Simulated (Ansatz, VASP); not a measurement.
Ge5W in VASP and in Ansatz

```
CELL_PARAMETERS angstrom
0.00000 4.10776 4.10776
4.10776 0.00000 4.10776
4.10776 4.10776 0.00000
ATOMIC_POSITIONS crystal
Ge 0.63664 0.63664 0.63664
Ge 0.63664 0.63664 0.09008
Ge 0.63664 0.09008 0.63664
Ge 0.09008 0.63664 0.63664
Ge 0.00000 0.00000 0.00000
W 0.50000 0.50000 0.50000
```

Alike in both runs: task single point; functional PBE; k mesh 4 × 4 × 4; occupations gaussian, width 0.1 eV; no spin polarisation.

|  | VASP | Ansatz |
| --- | --- | --- |
| version | VASP 6.6.1 | Ansatz 0.2.0 |
| potentials or method | VASP PAW PBE potentials, release 64 (Ge_d, W_sv), cutoff 520 eV | scalar-relativistic, plane waves, PAW |
| valence electrons in the cell | 84 | 84 |

|  | VASP | Ansatz | Ansatz less VASP |
| --- | --- | --- | --- |
| gap on the k mesh at the Fermi level (eV) | none | none | - |
| rms of the force components (eV/Å) | 7.410 | 7.058 | -0.3521 |

Atom by atom the forces differ by 0.352 eV/Å (rms over components). A gap of «none» marks a metal or a gap that the smearing closes.

Neither program's run includes spin-orbit coupling.
